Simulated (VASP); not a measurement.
# GaSnH3 (P4/mmm) in VASP: further runs

The runs below take GaSnH3 through single point, with PBE.

All numbers are computed with VASP 6.6.1; they aren't measurements. Logs are shortened: lines on timing, memory, paths and dates and some standing lists are left out, and cuts for length are marked.

### Step 1. The cell of the first run

It takes space group P4/mmm (No. 123, tetragonal). Conventional cell: a = 3.753 Å, b = 3.753 Å, c = 4.249 Å, α = 90.00°, β = 90.00°, γ = 90.00°. Within 2.5 Å of Ga (site symmetry 4/mmm) lie 4 H at 1.88 Å. Within 2.9 Å of Sn (site symmetry 4/mmm) lie 10 H at 2.12 to 2.83 Å. H (site symmetry mmm) has 2 Ga at 1.88 Å and 2 H at 1.88 Å within 2.5 Å. H (site symmetry 4/mmm) has 4 H at 1.88 Å and 2 Sn at 2.12 Å within 2.5 Å.

The cell was generated, and may not be a known phase.

### Step 2. Single point, PBE

File INCAR:

```
SYSTEM = GaSnH3
  PREC = Accurate
  ENCUT = 520
  EDIFF = 1E-6
  ISMEAR = 0
  SIGMA = 0.1
  LREAL = .False.
  LASPH = .True.
  NELM = 100
  ALGO = Normal
  ISIF = 2
  LWAVE = .False.
  LCHARG = .False.
  GGA = PE
  NBANDS = 23
```

File KPOINTS:

```
Automatic mesh
0
Gamma
  4 4 4
  0 0 0
```

File POSCAR:

```
GaSnH3
1.0
    3.7533338229      0.0000000000      0.0000000000
    0.0000000000      3.7533338229      0.0000000000
    0.0000000000      0.0000000000      4.2494151258
Ga Sn H
1 1 3
Direct
    0.5000000000      0.5000000000      0.5000000000
    0.0000000000      0.0000000000      0.0000000000
    0.0000000000      0.5000000000      0.5000000000
    0.5000000000      0.0000000000      0.5000000000
    0.0000000000      0.0000000000      0.5000000000
```

Potentials or basis: VASP PAW PBE potentials, release 64 (Ga_d, Sn_d, H).

On the command line:

```bash
$ cat potpaw_PBE.64/Ga_d/POTCAR potpaw_PBE.64/Sn_d/POTCAR potpaw_PBE.64/H/POTCAR > POTCAR
$ mpirun -np 1 vasp_std > vasp.out
```

OUTCAR:

```text
SYSTEM = GaSnH3
   PREC = Accurate
   ENCUT = 520
   EDIFF = 1E-6
   ISMEAR = 0
   LREAL = .False.
   LASPH = .True.
   NELM = 100
   ISIF = 2
   GGA = PE

 ion  position               nearest neighbor table
   1  0.500  0.500  0.500-   3 1.88   4 1.88   4 1.88   3 1.88
   2  0.000  0.000  0.000-   5 2.12   5 2.12
   3  0.000  0.500  0.500-   1 1.88   1 1.88
   4  0.500  0.000  0.500-   1 1.88   1 1.88
   5  0.000  0.000  0.500-   2 2.12   2 2.12

  LATTYP: Found a simple tetragonal cell.
 ALAT       =     3.7533338229
 C/A-ratio  =     1.1321708450

  Lattice vectors:

 A1 = (   3.7533338229,   0.0000000000,   0.0000000000)
 A2 = (   0.0000000000,   3.7533338229,   0.0000000000)
 A3 = (   0.0000000000,   0.0000000000,   4.2494151258)

Analysis of symmetry for initial positions (statically):
=====================================================================
 Subroutine PRICEL returns:
 Original cell was already a primitive cell.

 Routine SETGRP: Setting up the symmetry group for a
 simple tetragonal supercell.

 Subroutine GETGRP returns: Found 16 space group operations
 (whereof 16 operations were pure point group operations)
 out of a pool of 16 trial point group operations.

The static configuration has the point symmetry D_4h.

Analysis of symmetry for dynamics (positions and initial velocities):
=====================================================================
 Subroutine PRICEL returns:
 Original cell was already a primitive cell.

 Routine SETGRP: Setting up the symmetry group for a
 simple tetragonal supercell.

 Subroutine GETGRP returns: Found 16 space group operations
 (whereof 16 operations were pure point group operations)
 out of a pool of 16 trial point group operations.

The dynamic configuration has the point symmetry D_4h.

 Subroutine INISYM returns: Found 16 space group operations
 (whereof 16 operations are pure point group operations),
 and found     1 'primitive' translations

----------------------------------------------------------------------------------------

                                     Primitive cell

  volume of cell :      59.8637

  direct lattice vectors                    reciprocal lattice vectors
     3.753333823  0.000000000  0.000000000     0.266429805  0.000000000  0.000000000
     0.000000000  3.753333823  0.000000000     0.000000000  0.266429805  0.000000000
     0.000000000  0.000000000  4.249415126     0.000000000  0.000000000  0.235326503

  length of vectors
     3.753333823  3.753333823  4.249415126     0.266429805  0.266429805  0.235326503

  position of ions in fractional coordinates (direct lattice)
     0.500000000  0.500000000  0.500000000
     0.000000000  0.000000000  0.000000000
     0.000000000  0.500000000  0.500000000
     0.500000000  0.000000000  0.500000000
     0.000000000  0.000000000  0.500000000

  ion indices of the primitive-cell ions
   primitive index   ion index
                 1           1
                 2           2
                 3           3
                 4           4
                 5           5

----------------------------------------------------------------------------------------

 KPOINTS: Automatic mesh

Automatic generation of k-mesh.
 Grid dimensions read from file:
 generate k-points for:    4    4    4

 Generating k-lattice:

  Cartesian coordinates                     Fractional coordinates (reciprocal lattice)
     0.066607451  0.000000000  0.000000000     0.250000000  0.000000000  0.000000000
     0.000000000  0.066607451  0.000000000     0.000000000  0.250000000  0.000000000
     0.000000000  0.000000000  0.058831626     0.000000000  0.000000000  0.250000000

  Length of vectors
     0.066607451  0.066607451  0.058831626

  Shift w.r.t. Gamma in fractional coordinates (k-lattice)
     0.000000000  0.000000000  0.000000000

 Subroutine IBZKPT returns following result:
 ===========================================

 Found     18 irreducible k-points:

 Following reciprocal coordinates:
            Coordinates               Weight
  0.000000  0.000000  0.000000      1.000000
  0.250000  0.000000  0.000000      4.000000
  0.500000  0.000000  0.000000      2.000000
  0.250000  0.250000  0.000000      4.000000
  0.500000  0.250000  0.000000      4.000000
  0.500000  0.500000  0.000000      1.000000
[... 10 lines left out ...]
  0.500000  0.250000  0.500000      4.000000
  0.500000  0.500000  0.500000      1.000000
   k-points           NKPTS =     18   k-points in BZ     NKDIM =     18   number of bands    NBANDS=     23
   number of dos      NEDOS =    301   number of ions     NIONS =      5
   total plane-waves  NPLWV =  25088
   dimension x,y,z NGX =    28 NGY =   28 NGZ =   32
   dimension x,y,z NGXF=    56 NGYF=   56 NGZF=   64
   ions per type =               1   1   3
   NGX,Y,Z   is equivalent  to a cutoff of  12.40, 12.40, 12.52 a.u.
   NGXF,Y,Z  is equivalent  to a cutoff of  24.80, 24.80, 25.04 a.u.
 SYSTEM =  GaSnH3
   PREC   = accura    normal or accurate (medium, high low for compatibility)
   ISTART =      0    job   : 0-new  1-cont  2-samecut
   ICHARG =      2    charge: 1-file 2-atom 10-const
   ISPIN  =      1    spin polarized calculation?
   LNONCOLLINEAR =      F non collinear calculations
   LSORBIT =      F    spin-orbit coupling
   LASPH  =      T    aspherical Exc in radial PAW
   ENCUT  =  520.0 eV  38.22 Ry    6.18 a.u.   6.98  6.98  7.90*2*pi/ulx,y,z
   NELM   =    100;   NELMIN=  2; NELMDL= -5     # of ELM steps
   EDIFF  = 0.1E-05   stopping-criterion for ELM
   LREAL  =      F    real-space projection
   EDIFFG = 0.1E-04   stopping-criterion for IOM
   NSW    =      0    number of steps for IOM
   IBRION =     -1    ionic relax: 0-MD 1-quasi-New 2-CG
   NFREE  =      0    steps in history (QN), initial steepest desc. (CG)
   ISIF   =      2    stress and relaxation
   ISYM   =      2    0-nonsym 1-usesym 2-fastsym
   POTIM  = 0.5000    time-step for ionic-motion
   TEBEG  =    0.0;   TEEND  =   0.0 temperature during run
   PSTRESS=    0.0 pullay stress
   NELECT =      30.0000    total number of electrons
   NUPDOWN=      -1.0000    fix difference up-down
   EMIN   =  10.00;   EMAX   =-10.00  energy-range for DOS
   EFERMI =   0.00;   METHOD = LEGACY
   ISMEAR =     0;   SIGMA  =   0.10  broadening in eV -4-tet -1-fermi 0-gaus
   EFERMI_NEDOS =   21; number of points for ismear=-14 and -15
   IALGO  =     38    algorithm
   IMIX   =      4    mixing-type and parameters
     AMIX     =   0.40;   BMIX     =  1.00
     AMIX_MAG =   1.60;   BMIX_MAG =  1.00
  volume/ion in A,a.u.               =      11.97        80.80
  Fermi-wavevector in a.u.,A,eV,Ry     =   1.300351  2.457308 23.006279  1.690914
  Thomas-Fermi vector in A             =   2.431556
   LORBIT       =      0    0 simple, 1 ext, 2 COOP (PROOUT), +10 PAW based schemes
   GGA     = PE    functional components
   LHFCALC =     F    Hartree Fock is set to
   AEXX    =    0.0000 exact exchange contribution
   IVDW    =     0    specifies the selected vdW correction
   LEPSILON=     F    determine dielectric tensor
   LRPA    =     F    only Hartree local field effects (RPA)
 non-spin polarized calculation
 Gauss-broadening in eV      SIGMA  =   0.10
  energy-cutoff  :      520.00
  volume of cell :       59.86
 maximum number of plane-waves:      1648
 NGX is ok and might be reduce to    28
   NGX = 13   NGY = 13   NGZ = 15

 number of electron      30.0000011 magnetization

 Free energy of the ion-electron system (eV)
  ---------------------------------------------------
  ext. energy  EPLUGINS =         0.00000000
  ---------------------------------------------------
  free energy    TOTEN  =       -13.89367323 eV

  energy without entropy =      -13.88920995  energy(sigma->0) =      -13.89144159

 E-fermi :   5.5516     XC(G=0): -10.2305

 val. band max:        5.4664571370   @ k =   0.5000   0.5000   0.5000
 cond. band min:       5.6281835516   @ k =   0.2500   0.0000   0.2500
 fundamental gap:      0.1617264145
 Fermi energy:         5.5515800265

 k-point     1 :       0.0000    0.0000    0.0000
  band No.  band energies     occupation
      1     -16.3081      2.00000
      2     -16.2586      2.00000
      3     -16.2235      2.00000
      4     -16.1909      2.00000
      5     -16.1909      2.00000
      6      -9.6471      2.00000
[... 15 lines left out ...]
     22      14.2028      0.00000
     23      16.0166      0.00000

 k-point     2 :       0.2500    0.0000    0.0000
  band No.  band energies     occupation
      1     -16.2906      2.00000
      2     -16.2657      2.00000
      3     -16.2149      2.00000
      4     -16.1990      2.00000
      5     -16.1901      2.00000
      6      -9.6270      2.00000
[... 15 lines left out ...]
     22      15.2289      0.00000
     23      15.5673      0.00000

 k-point     3 :       0.5000    0.0000    0.0000
  band No.  band energies     occupation
      1     -16.2762      2.00000
      2     -16.2727      2.00000
      3     -16.2070      2.00000
      4     -16.2032      2.00000
      5     -16.1892      2.00000
      6      -9.6201      2.00000
[... 15 lines left out ...]
     22      16.5973      0.00000
     23      16.7987      0.00000
[... 339 lines left out ...]
 k-point    17 :       0.5000    0.2500    0.5000
  band No.  band energies     occupation
      1     -16.2811      2.00000
      2     -16.2517      2.00000
      3     -16.2144      2.00000
      4     -16.2034      2.00000
      5     -16.1662      2.00000
      6      -9.5608      2.00000
[... 15 lines left out ...]
     22      17.0458      0.00000
     23      17.6931      0.00000

 k-point    18 :       0.5000    0.5000    0.5000
  band No.  band energies     occupation
      1     -16.2896      2.00000
      2     -16.2309      2.00000
      3     -16.2128      2.00000
      4     -16.2128      2.00000
      5     -16.1610      2.00000
      6      -9.5280      2.00000
[... 15 lines left out ...]
     22      19.1968      0.00000
     23      19.9750      0.00000

------------------------ aborting loop because EDIFF is reached ----------------------------------------

  FORCE on cell =-STRESS in cart. coord.  units (eV):
  Direction    XX          YY          ZZ          XY          YZ          ZX
  --------------------------------------------------------------------------------------
  -------------------------------------------------------------------------------------
  Total       -0.0571623     -0.0571623     -0.0509544      0.0000000      0.0000000      0.0000000
  in kB       -1.5298770     -1.5298770     -1.3637304      0.0000000      0.0000000      0.0000000
  external PRESSURE =      -1.4744948 kB  Pullay stress =       0.0000000 kB

 VOLUME and BASIS-vectors are now :
 -----------------------------------------------------------------------------
  energy-cutoff  :      520.00
  volume of cell :       59.86
      direct lattice vectors                 reciprocal lattice vectors
     3.753333823  0.000000000  0.000000000     0.266429805  0.000000000  0.000000000
     0.000000000  3.753333823  0.000000000     0.000000000  0.266429805  0.000000000
     0.000000000  0.000000000  4.249415126     0.000000000  0.000000000  0.235326503

 POSITION                                       TOTAL-FORCE (eV/Angst)
 -----------------------------------------------------------------------------------
      1.87667      1.87667      2.12471         0.000000      0.000000      0.000000
      0.00000      0.00000      0.00000         0.000000      0.000000      0.000000
      0.00000      1.87667      2.12471         0.000000      0.000000      0.000000
      1.87667      0.00000      2.12471         0.000000      0.000000      0.000000
      0.00000      0.00000      2.12471         0.000000      0.000000      0.000000
 -----------------------------------------------------------------------------------
    total drift:                                0.000000      0.000000      0.000000

  FREE ENERGIE OF THE ION-ELECTRON SYSTEM (eV)
  ---------------------------------------------------
  free  energy   TOTEN  =       -13.8936732339 eV

  energy  without entropy=      -13.8892099507  energy(sigma->0) =      -13.89144159
```

Wall time 20 s (1 thread of Oxide Virtual Turin-like, shared host); peak memory 0.14 GiB.

Results:

* Free energy: -13.8937 eV
* Pressure: -0.1 GPa
* Band gap on the k mesh: zero (bands 15 and 16 overlap by 3.89 eV)

Caveat: the k points lie up to 0.42 Å⁻¹ apart, too coarse for converged energies and pressures of a metal; spin-orbit coupling is left out, which moves the levels of the heavy elements.

### Step 3. Single point, PBE

This run uses another cell than the first one, of 17.03 Å³/atom.

File INCAR:

```
SYSTEM = GaSnH3
ALGO = Normal ; EDIFF = 1E-6
ENCUT = 520 ; GGA = PE
ISIF = 2 ; ISMEAR = 0
LASPH = .TRUE. ; LCHARG = .FALSE.
LREAL = .FALSE. ; LWAVE = .FALSE.
NBANDS = 23 ; NELM = 100
PREC = Accurate ; SIGMA = 0.1
```

File KPOINTS:

```
k-points
0
G
  4 4 4
  0 0 0
```

POSCAR, as its differences from that of step 2:

```diff
@@ -2,5 +2,5 @@
 1.0
-    3.7533338229      0.0000000000      0.0000000000
-    0.0000000000      3.7533338229      0.0000000000
-    0.0000000000      0.0000000000      4.2494151258
+    3.8998398200      0.0000000000      0.0000000000
+    0.0000000000      3.8998398200      0.0000000000
+    0.0000000000      0.0000000000      5.5988364000
 Ga Sn H
```

Potentials or basis: VASP PAW PBE potentials, release 64 (Ga_d, Sn_d, H).

On the command line:

```bash
$ cat potpaw_PBE.64/Ga_d/POTCAR potpaw_PBE.64/Sn_d/POTCAR potpaw_PBE.64/H/POTCAR > POTCAR
$ mpirun -np 1 vasp_std > vasp.out
```

Run time: 30 s. Hardware: 1 thread of Oxide Virtual Turin-like, shared host; peak memory 0.17 GiB.

The run converged. Its results:

| Property | Result |
| --- | --- |
| Free energy | -12.8820 eV |
| Pressure | -7.5 GPa |
| Band gap on the k mesh | zero (bands 15 and 16 overlap by 2.98 eV) |

Stress tensor (GPa, compression positive):
```
-6.96  0.00  0.00
 0.00 -6.96  0.00
 0.00  0.00 -8.50
```

Levels at points of the mesh, in eV from the Fermi level:
```tsv
k point	band 13	band 14	band 15	band 16	band 17	band 18
(0.00, 0.00, 0.00)	-1.78	-0.94	-0.14	1.70	1.70	4.45
(0.50, 0.00, 0.00)	-4.55	-1.13	0.14	0.92	1.27	2.34
(0.50, 0.50, 0.00)	-4.52	-4.15	-1.66	-0.15	-0.15	1.27
(0.00, 0.00, 0.50)	-0.92	-0.43	1.82	1.97	2.61	2.61
(0.50, 0.00, 0.50)	-6.05	-2.44	0.43	2.38	3.08	3.49
(0.50, 0.50, 0.50)	-4.33	-4.05	-3.13	-0.93	-0.93	1.30
```

Caveat: the k points lie up to 0.40 Å⁻¹ apart, too coarse for converged energies and pressures of a metal; spin-orbit coupling is left out, which moves the levels of the heavy elements.

The gap in the log of VASP goes by the Fermi energy; the results here count the filled bands.